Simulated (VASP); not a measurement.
# MgO (Periclase) (I4/mmm) in VASP: further runs

MgO (Periclase) is run at these levels: PBE, r2SCAN; tasks: single point.

Program: VASP 6.6.1. These are calculated values, not measurements. Logs are shortened: lines on timing, memory, paths and dates and some standing lists are left out, and cuts for length are marked.

### Step 1. The cell of the first run

The structure is tetragonal, space group I4/mmm (No. 139). The conventional cell has a = 2.806 Å, b = 2.806 Å, c = 4.372 Å, α = 90.00°, β = 90.00°, γ = 90.00°. Mg (site symmetry 4/mmm) has 6 O at 1.98 to 2.19 Å within 2.6 Å. Within 2.6 Å of O (site symmetry 4/mmm) lie 6 Mg at 1.98 to 2.19 Å.

### Step 2. Single point, PBE (epitaxial xy strain -5.6%)

File INCAR:

```
ALGO = Normal ; EDIFF = 1E-6
ENCUT = 520 ; GGA = PE
ISIF = 2 ; ISMEAR = -1
LASPH = True ; LCHARG = True
LELF = True ; LREAL = False
LVHAR = True ; LWAVE = False
NBANDS = 11 ; NELM = 100
PREC = Accurate ; SIGMA = 0.02
```

File KPOINTS:

```
k-points
0
Gamma
  10 10 10
```

File POSCAR:

```
MgO
1.0
    0.0000000000      1.9840261827      2.1861978207
    1.9840261827      0.0000000000      2.1861978207
    1.9840261827      1.9840261827      0.0000000000
Mg O
1 1
Direct
    0.0000000000      0.0000000000      0.0000000000
    0.5000000000      0.5000000000      0.5000000000
```

Potentials or basis: VASP PAW PBE potentials, release 64 (Mg, O).

Launch:

```sh
> cat potpaw_PBE.64/Mg/POTCAR potpaw_PBE.64/O/POTCAR > POTCAR
> mpirun -np 1 vasp_std > vasp.out
```

OUTCAR:

```text
EDIFF = 1E-6
   ENCUT = 520
   GGA = PE
   ISIF = 2
   ISMEAR = -1
   LASPH = True
   LREAL = False
   NELM = 100
   PREC = Accurate

 ion  position               nearest neighbor table
   1  0.000  0.000  0.000-   2 1.98   2 1.98   2 1.98   2 1.98   2 2.19   2 2.19
   2  0.500  0.500  0.500-   1 1.98   1 1.98   1 1.98   1 1.98   1 2.19   1 2.19

  LATTYP: Found a body centered tetragonal cell.
 ALAT       =     2.8058367357
 C/A-ratio  =     1.5583214753

  Lattice vectors:

 A1 = (  -1.9840261827,   0.0000000000,   2.1861978207)
 A2 = (   1.9840261827,   0.0000000000,   2.1861978207)
 A3 = (   0.0000000000,   1.9840261827,  -2.1861978207)

Analysis of symmetry for initial positions (statically):
=====================================================================
 Subroutine PRICEL returns:
 Original cell was already a primitive cell.

 Routine SETGRP: Setting up the symmetry group for a
 body centered tetragonal supercell.

 Subroutine GETGRP returns: Found 16 space group operations
 (whereof 16 operations were pure point group operations)
 out of a pool of 16 trial point group operations.

The static configuration has the point symmetry D_4h.

Analysis of symmetry for dynamics (positions and initial velocities):
=====================================================================
 Subroutine PRICEL returns:
 Original cell was already a primitive cell.

 Routine SETGRP: Setting up the symmetry group for a
 body centered tetragonal supercell.

 Subroutine GETGRP returns: Found 16 space group operations
 (whereof 16 operations were pure point group operations)
 out of a pool of 16 trial point group operations.

The dynamic configuration has the point symmetry D_4h.

 Subroutine INISYM returns: Found 16 space group operations
 (whereof 16 operations are pure point group operations),
 and found     1 'primitive' translations

----------------------------------------------------------------------------------------

                                     Primitive cell

  volume of cell :      17.2113

  direct lattice vectors                    reciprocal lattice vectors
     0.000000000  1.984026183  2.186197821    -0.252012803  0.252012803  0.228707574
     1.984026183  0.000000000  2.186197821     0.252012803 -0.252012803  0.228707574
     1.984026183  1.984026183  0.000000000     0.252012803  0.252012803 -0.228707574

  length of vectors
     2.952256900  2.952256900  2.805836736     0.423471440  0.423471440  0.423471440

  position of ions in fractional coordinates (direct lattice)
     0.000000000  0.000000000  0.000000000
     0.500000000  0.500000000  0.500000000

  ion indices of the primitive-cell ions
   primitive index   ion index
                 1           1
                 2           2

----------------------------------------------------------------------------------------

 KPOINTS: k-points

Automatic generation of k-mesh.
 Grid dimensions read from file:
 generate k-points for:   10   10   10

 Generating k-lattice:

  Cartesian coordinates                     Fractional coordinates (reciprocal lattice)
    -0.025201280  0.025201280  0.022870757     0.100000000  0.000000000  0.000000000
     0.025201280 -0.025201280  0.022870757     0.000000000  0.100000000  0.000000000
     0.025201280  0.025201280 -0.022870757     0.000000000  0.000000000  0.100000000

  Length of vectors
     0.042347144  0.042347144  0.042347144

  Shift w.r.t. Gamma in fractional coordinates (k-lattice)
     0.000000000  0.000000000  0.000000000

 Subroutine IBZKPT returns following result:
 ===========================================

 Found    102 irreducible k-points:

 Following reciprocal coordinates:
            Coordinates               Weight
  0.000000  0.000000  0.000000      1.000000
  0.100000 -0.000000  0.000000      8.000000
  0.200000 -0.000000  0.000000      8.000000
  0.300000  0.000000  0.000000      8.000000
  0.400000  0.000000  0.000000      8.000000
  0.500000 -0.000000  0.000000      4.000000
[... 16 lines left out ...]
  0.300000  0.300000  0.000000      2.000000
  0.400000  0.300000  0.000000      8.000000
 [... further k-points ...]
   k-points           NKPTS =    102   k-points in BZ     NKDIM =    102   number of bands    NBANDS=     11
   number of dos      NEDOS =    301   number of ions     NIONS =      2
   total plane-waves  NPLWV =  13824
   dimension x,y,z NGX =    24 NGY =   24 NGZ =   24
   dimension x,y,z NGXF=    48 NGYF=   48 NGZF=   48
   ions per type =               1   1
   NGX,Y,Z   is equivalent  to a cutoff of  13.51, 13.51, 14.22 a.u.
   NGXF,Y,Z  is equivalent  to a cutoff of  27.03, 27.03, 28.44 a.u.
 SYSTEM =  unknown system
   PREC   = accura    normal or accurate (medium, high low for compatibility)
   ISTART =      0    job   : 0-new  1-cont  2-samecut
   ICHARG =      2    charge: 1-file 2-atom 10-const
   ISPIN  =      1    spin polarized calculation?
   LNONCOLLINEAR =      F non collinear calculations
   LSORBIT =      F    spin-orbit coupling
   LASPH  =      T    aspherical Exc in radial PAW
   ENCUT  =  520.0 eV  38.22 Ry    6.18 a.u.   5.49  5.49  5.22*2*pi/ulx,y,z
   NELM   =    100;   NELMIN=  2; NELMDL= -5     # of ELM steps
   EDIFF  = 0.1E-05   stopping-criterion for ELM
   LREAL  =      F    real-space projection
   EDIFFG = 0.1E-04   stopping-criterion for IOM
   NSW    =      0    number of steps for IOM
   IBRION =     -1    ionic relax: 0-MD 1-quasi-New 2-CG
   NFREE  =      0    steps in history (QN), initial steepest desc. (CG)
   ISIF   =      2    stress and relaxation
   ISYM   =      2    0-nonsym 1-usesym 2-fastsym
   POTIM  = 0.5000    time-step for ionic-motion
   TEBEG  =    0.0;   TEEND  =   0.0 temperature during run
   PSTRESS=    0.0 pullay stress
   NELECT =       8.0000    total number of electrons
   NUPDOWN=      -1.0000    fix difference up-down
   EMIN   =  10.00;   EMAX   =-10.00  energy-range for DOS
   EFERMI =   0.00;   METHOD = LEGACY
   ISMEAR =    -1;   SIGMA  =   0.02  broadening in eV -4-tet -1-fermi 0-gaus
   EFERMI_NEDOS =   21; number of points for ismear=-14 and -15
   IALGO  =     38    algorithm
   IMIX   =      4    mixing-type and parameters
     AMIX     =   0.40;   BMIX     =  1.00
     AMIX_MAG =   1.60;   BMIX_MAG =  1.00
  volume/ion in A,a.u.               =       8.61        58.07
  Fermi-wavevector in a.u.,A,eV,Ry     =   1.268139  2.396435 21.880558  1.608176
  Thomas-Fermi vector in A             =   2.401249
   LORBIT       =      0    0 simple, 1 ext, 2 COOP (PROOUT), +10 PAW based schemes
   GGA     = PE    functional components
   LHFCALC =     F    Hartree Fock is set to
   AEXX    =    0.0000 exact exchange contribution
   IVDW    =     0    specifies the selected vdW correction
   LEPSILON=     F    determine dielectric tensor
   LRPA    =     F    only Hartree local field effects (RPA)
 non-spin polarized calculation
  energy-cutoff  :      520.00
  volume of cell :       17.21
 maximum number of plane-waves:       476
 NGX is ok and might be reduce to    24
   NGX = 11   NGY = 11   NGZ = 11

 number of electron       7.9999997 magnetization

 Free energy of the ion-electron system (eV)
  ---------------------------------------------------
  ext. energy  EPLUGINS =         0.00000000
  ---------------------------------------------------
  free energy    TOTEN  =       -11.69555531 eV

  energy without entropy =      -11.69555531  energy(sigma->0) =      -11.69555531

 E-fermi :   4.2354     XC(G=0): -11.4592

 val. band max:        3.8876978670   @ k =   0.0000   0.0000   0.0000
 cond. band min:       9.2843514503   @ k =   0.0000   0.0000   0.0000
 fundamental gap:      5.3966535833
 Fermi energy:         4.2354430075

 k-point     1 :       0.0000    0.0000    0.0000
  band No.  band energies     occupation
      1     -13.9010      2.00000
      2       3.7674      2.00000
      3       3.7674      2.00000
      4       3.8877      2.00000
      5       9.2844      0.00000
      6      19.4586      0.00000
      7      20.5671      0.00000
      8      20.5671      0.00000
      9      24.3585      0.00000
     10      24.7079      0.00000
     11      27.4147      0.00000

 k-point     2 :       0.1000   -0.0000    0.0000
  band No.  band energies     occupation
      1     -13.7791      2.00000
      2       3.1323      2.00000
      3       3.7073      2.00000
      4       3.7557      2.00000
      5       9.9024      0.00000
      6      18.8422      0.00000
      7      20.0873      0.00000
      8      20.8543      0.00000
      9      24.1942      0.00000
     10      26.1514      0.00000
     11      27.0313      0.00000

 k-point     3 :       0.2000   -0.0000    0.0000
  band No.  band energies     occupation
      1     -13.4417      2.00000
      2       1.7373      2.00000
      3       3.5022      2.00000
      4       3.5543      2.00000
      5      11.0844      0.00000
      6      17.3652      0.00000
      7      20.4394      0.00000
      8      21.5730      0.00000
      9      23.9023      0.00000
     10      26.0564      0.00000
     11      27.4194      0.00000

 k-point     4 :       0.3000    0.0000    0.0000
  band No.  band energies     occupation
      1     -12.9814      2.00000
      2       0.3027      2.00000
      3       3.2119      2.00000
      4       3.3726      2.00000
      5      11.9386      0.00000
      6      16.7701      0.00000
      7      20.4631      0.00000
      8      22.1967      0.00000
      9      24.7590      0.00000
     10      25.9933      0.00000
     11      27.0286      0.00000
[... 239 lines left out ...]
 k-point    22 :      -0.2000    0.2000    0.0000
  band No.  band energies     occupation
      1     -12.7885      2.00000
      2       0.2494      2.00000
      3       2.4027      2.00000
      4       3.3563      2.00000
      5      12.9970      0.00000
      6      15.6951      0.00000
      7      20.0119      0.00000
      8      23.5926      0.00000
      9      23.7650      0.00000
     10      26.2262      0.00000
     11      28.6407      0.00000

 k-point    23 :       0.3000    0.3000    0.0000
  band No.  band energies     occupation
      1     -12.9218      2.00000
      2       0.3684      2.00000
      3       3.0032      2.00000
      4       3.0032      2.00000
      5      13.5727      0.00000
      6      14.9499      0.00000
      7      18.3042      0.00000
      8      23.4116      0.00000
      9      23.4116      0.00000
     10      30.0694      0.00000
     11      31.6486      0.00000

 k-point    24 :       0.4000    0.3000    0.0000
  band No.  band energies     occupation
      1     -12.6457      2.00000
      2      -0.1230      2.00000
      3       2.5564      2.00000
      4       2.8755      2.00000
      5      14.3174      0.00000
      6      14.8543      0.00000
      7      17.5941      0.00000
      8      23.8653      0.00000
      9      23.8702      0.00000
     10      30.6069      0.00000
     11      31.5796      0.00000

 [... further k-points ...]
[... 5 lines left out ...]
  --------------------------------------------------------------------------------------
  -------------------------------------------------------------------------------------
  Total        3.5979128      3.5979128      0.5489586      0.0000000     -0.0000000      0.0000000
  in kB      334.9245373    334.9245373     51.1017704      0.0000000     -0.0000000      0.0000000
  external PRESSURE =     240.3169484 kB  Pullay stress =       0.0000000 kB

 VOLUME and BASIS-vectors are now :
 -----------------------------------------------------------------------------
  energy-cutoff  :      520.00
  volume of cell :       17.21
      direct lattice vectors                 reciprocal lattice vectors
     0.000000000  1.984026183  2.186197821    -0.252012803  0.252012803  0.228707574
     1.984026183  0.000000000  2.186197821     0.252012803 -0.252012803  0.228707574
     1.984026183  1.984026183  0.000000000     0.252012803  0.252012803 -0.228707574

 POSITION                                       TOTAL-FORCE (eV/Angst)
 -----------------------------------------------------------------------------------
      0.00000      0.00000      0.00000        -0.000000      0.000000      0.000000
      1.98403      1.98403      2.18620         0.000000     -0.000000      0.000000
 -----------------------------------------------------------------------------------
    total drift:                               -0.000000     -0.000000      0.000000

  FREE ENERGIE OF THE ION-ELECTRON SYSTEM (eV)
  ---------------------------------------------------
  free  energy   TOTEN  =       -11.6955553125 eV

  energy  without entropy=      -11.6955553125  energy(sigma->0) =      -11.69555531
```

It took 21 s on 1 thread of Intel Xeon 8259CL, shared host; peak memory 0.15 GiB.

What came out:

| Property | Result |
| --- | --- |
| Free energy | -11.6956 eV |
| Pressure | 24.0 GPa |
| Band gap on the k mesh | 5.40 eV, direct |

Stress tensor (GPa, compression positive):
```
33.49  0.00  0.00
 0.00 33.49  0.00
 0.00  0.00  5.11
```

Levels at points of the mesh, in eV from the valence-band top:
```
           k point  band 2  band 3  band 4  band 5  band 6  band 7
(0.00, 0.00, 0.00)   -0.12   -0.12    0.00    5.40   15.57   16.68
(0.50, 0.00, 0.00)   -5.05   -0.98   -0.71    8.28   13.38   16.28
(0.50, 0.50, 0.00)   -4.74   -1.23   -1.23    9.87   11.14   13.06
(0.50, 0.00, 0.50)   -4.36   -1.98   -1.36    8.89   10.79   14.34
```

Caveat: the cell differs from its parent crystal (epitaxial xy strain -5.6%).

### Step 3. Single point, r2SCAN (epitaxial xy strain -5.6%)

POSCAR is that of step 2.

File INCAR.step1:

```
SYSTEM = MgO
PREC = Accurate ; ENCUT = 520
ISMEAR = 0 ; SIGMA = 0.01
LREAL = .FALSE. ; LASPH = .TRUE.
NELM = 60 ; NBANDS = 11
GGA = PE ; ALGO = Normal
EDIFF = 1E-4 ; LWAVE = .TRUE.
LCHARG = .FALSE.
```

File INCAR.step2:

```
SYSTEM = MgO
PREC = Accurate ; ENCUT = 520
EDIFF = 1E-6 ; ISMEAR = 0
SIGMA = 0.01 ; LREAL = .FALSE.
LASPH = .TRUE. ; NELM = 60
ALGO = Normal ; ISIF = 2
LWAVE = .FALSE. ; LCHARG = .FALSE.
METAGGA = R2SCAN ; LMIXTAU = .TRUE.
NBANDS = 11 ; ISTART = 1
```

File KPOINTS:

```
Automatic mesh
0
G
  10 10 10
  0 0 0
```

Potentials or basis: VASP PAW PBE potentials, release 64 (Mg, O).

Launch:

```sh
> cat potpaw_PBE.64/Mg/POTCAR potpaw_PBE.64/O/POTCAR > POTCAR
> cp INCAR.step1 INCAR
> mpirun -np 1 vasp_std > vasp.out
> cp INCAR.step2 INCAR
> mpirun -np 1 vasp_std > vasp.out
```

OUTCAR:

```text
SYSTEM = MgO
   PREC = Accurate
   ENCUT = 520
   EDIFF = 1E-6
   ISMEAR = 0
   LREAL = .FALSE.
   LASPH = .TRUE.
   NELM = 60
   ISIF = 2
   METAGGA = R2SCAN
   ISTART = 1

 ion  position               nearest neighbor table
   1  0.000  0.000  0.000-   2 1.98   2 1.98   2 1.98   2 1.98   2 2.19   2 2.19
   2  0.500  0.500  0.500-   1 1.98   1 1.98   1 1.98   1 1.98   1 2.19   1 2.19

  LATTYP: Found a body centered tetragonal cell.
 ALAT       =     2.8058367357
 C/A-ratio  =     1.5583214753

  Lattice vectors:

 A1 = (  -1.9840261827,   0.0000000000,   2.1861978207)
 A2 = (   1.9840261827,   0.0000000000,   2.1861978207)
 A3 = (   0.0000000000,   1.9840261827,  -2.1861978207)

Analysis of symmetry for initial positions (statically):
=====================================================================
 Subroutine PRICEL returns:
 Original cell was already a primitive cell.

 Routine SETGRP: Setting up the symmetry group for a
 body centered tetragonal supercell.

 Subroutine GETGRP returns: Found 16 space group operations
 (whereof 16 operations were pure point group operations)
 out of a pool of 16 trial point group operations.

The static configuration has the point symmetry D_4h.
[... 166 lines left out ...]
 fundamental gap:      6.2941267586
 Fermi energy:         3.5245847674

 k-point     1 :       0.0000    0.0000    0.0000
  band No.  band energies     occupation
      1     -15.2619      2.00000
      2       3.3412      2.00000
      3       3.3412      2.00000
      4       3.4642      2.00000
      5       9.7583      0.00000
      6      20.0801      0.00000
      7      21.2023      0.00000
      8      21.2023      0.00000
      9      25.2303      0.00000
     10      25.5358      0.00000
     11      28.5236      0.00000
[... 309 lines left out ...]
 k-point    24 :       0.4000    0.3000    0.0000
  band No.  band energies     occupation
      1     -14.0391      2.00000
      2      -0.5551      2.00000
      3       2.1183      2.00000
      4       2.4322      2.00000
      5      14.9364      0.00000
      6      15.4408      0.00000
      7      18.3519      0.00000
      8      24.7636      0.00000
      9      24.7749      0.00000
     10      31.6454      0.00000
     11      32.6713      0.00000

 [... further k-points ...]
[... 5 lines left out ...]
  --------------------------------------------------------------------------------------
  -------------------------------------------------------------------------------------
  Total        2.9064556      2.9064556     -0.1139418      0.0000000     -0.0000000      0.0000000
  in kB      270.5577801    270.5577801    -10.6066817      0.0000000     -0.0000000      0.0000000
  external PRESSURE =     176.8362929 kB  Pullay stress =       0.0000000 kB

 VOLUME and BASIS-vectors are now :
 -----------------------------------------------------------------------------
  energy-cutoff  :      520.00
  volume of cell :       17.21
      direct lattice vectors                 reciprocal lattice vectors
     0.000000000  1.984026183  2.186197821    -0.252012803  0.252012803  0.228707574
     1.984026183  0.000000000  2.186197821     0.252012803 -0.252012803  0.228707574
     1.984026183  1.984026183  0.000000000     0.252012803  0.252012803 -0.228707574

 POSITION                                       TOTAL-FORCE (eV/Angst)
 -----------------------------------------------------------------------------------
      0.00000      0.00000      0.00000         0.000000      0.000000      0.000000
      1.98403      1.98403      2.18620         0.000000     -0.000000     -0.000000
 -----------------------------------------------------------------------------------
    total drift:                               -0.000000     -0.000000      0.000000

  FREE ENERGIE OF THE ION-ELECTRON SYSTEM (eV)
  ---------------------------------------------------
  free  energy   TOTEN  =       -16.0080765792 eV

  energy  without entropy=      -16.0080765792  energy(sigma->0) =      -16.00807658
```

OSZICAR.step1:

```text
N       E                     dE             d eps       ncg     rms          rms(c)
DAV:   1     0.154784479206E+02    0.15478E+02   -0.48162E+03  2567   0.657E+02
DAV:   2    -0.127303698612E+02   -0.28209E+02   -0.27538E+02  2610   0.139E+02
DAV:   3    -0.133420754884E+02   -0.61171E+00   -0.61104E+00  2738   0.176E+01
DAV:   4    -0.133435615389E+02   -0.14861E-02   -0.14860E-02  2502   0.979E-01
DAV:   5    -0.133435657226E+02   -0.41837E-05   -0.41837E-05  2619   0.512E-02    0.745E+00
DAV:   6    -0.117128785862E+02    0.16307E+01   -0.84779E+00  2361   0.166E+01    0.213E+00
DAV:   7    -0.117013682339E+02    0.11510E-01   -0.49691E-02  2514   0.202E+00    0.135E+00
DAV:   8    -0.116957951582E+02    0.55731E-02   -0.22455E-02  2343   0.171E+00    0.201E-01
DAV:   9    -0.116955282375E+02    0.26692E-03   -0.48540E-04  2634   0.154E-01    0.110E-01
DAV:  10    -0.116955543332E+02   -0.26096E-04   -0.35446E-04  2322   0.140E-01
   1 F= -.11695554E+02 E0= -.11695554E+02  d E =-.320533-155
```

Run time: 1.9 min. Hardware: 1 thread of Intel Xeon 8259CL, shared host; peak memory 0.16 GiB.

Results:

| Item | Value |
| --- | --- |
| Free energy | -16.0081 eV |
| Pressure | 17.7 GPa |
| Band gap on the k mesh | 6.29 eV, direct |

Levels at points of the mesh, in eV from the valence-band top:
```
           k point  band 1  band 2  band 3  band 4  band 5  band 6  band 7  band 8  band 9
(0.00, 0.00, 0.00)  -18.73   -0.12   -0.12    0.00    6.29   16.62   17.74   17.74   21.77
(0.50, 0.00, 0.00)  -17.25   -5.06   -1.00   -0.73    9.20   14.61   17.39   19.53   23.56
(0.50, 0.50, 0.00)  -17.21   -4.76   -1.25   -1.25   10.82   12.27   14.28   22.46   22.46
(0.50, 0.00, 0.50)  -16.89   -4.38   -2.02   -1.39    9.80   11.90   15.57   20.25   22.40
```

Caveat: the cell differs from its parent crystal (epitaxial xy strain -5.6%); the PAW data sets were made with another functional, which shifts forces and pressure a little.
